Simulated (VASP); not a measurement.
Input of a VASP 6.6.1 run:

The input INCAR:

```
PREC     = Accurate       # precision mode
ENCUT    = 520            # plane-wave cutoff, eV
EDIFF    = 1E-7           # SCF threshold, eV
ISMEAR   = 0              # smearing method
SIGMA    = 0.016          # smearing width, eV
LREAL    = F              # projectors in reciprocal space
LASPH    = T              # aspherical terms in the spheres
NELM     = 150            # most SCF steps
ALGO     = Normal         # electronic algorithm
ISIF     = 2              # what is computed and relaxed
LWAVE    = F              # write WAVECAR
LCHARG   = F              # write CHGCAR
ISPIN    = 2              # spin polarisation
MAGMOM   = 4 0            # initial moments
LORBIT   = 11             # projections on sites
LMAXMIX  = 4              # l up to which the mixer works
GGA      = PE             # functional
NBANDS   = 20             # bands
```

File KPOINTS:

```
regular mesh
0
Gamma
  10 10 10
```

Contents of POSCAR:

```
MnO
1.0
    0.0000000000      2.2239077028      2.2239077028
    2.2239077028      0.0000000000      2.2239077028
    2.2239077028      2.2239077028      0.0000000000
Mn O
1 1
Direct
    0.0000000000      0.0000000000      0.0000000000
    0.5000000000      0.5000000000      0.5000000000
```

Potentials or basis: VASP PAW PBE potentials, release 64 (Mn_pv, O).

Launch:

```bash
$ cat potpaw_PBE.64/Mn_pv/POTCAR potpaw_PBE.64/O/POTCAR > POTCAR
$ mpirun -np 1 vasp_std > vasp.out
```

Question: What does it give for the pressure?

Answer: 0.4 GPa.

Question: Estimate the net moment.

Answer: 4.80 μB per cell.

Caveat: a cell with one magnetic atom can't hold antiferromagnetic order, which such compounds often take.
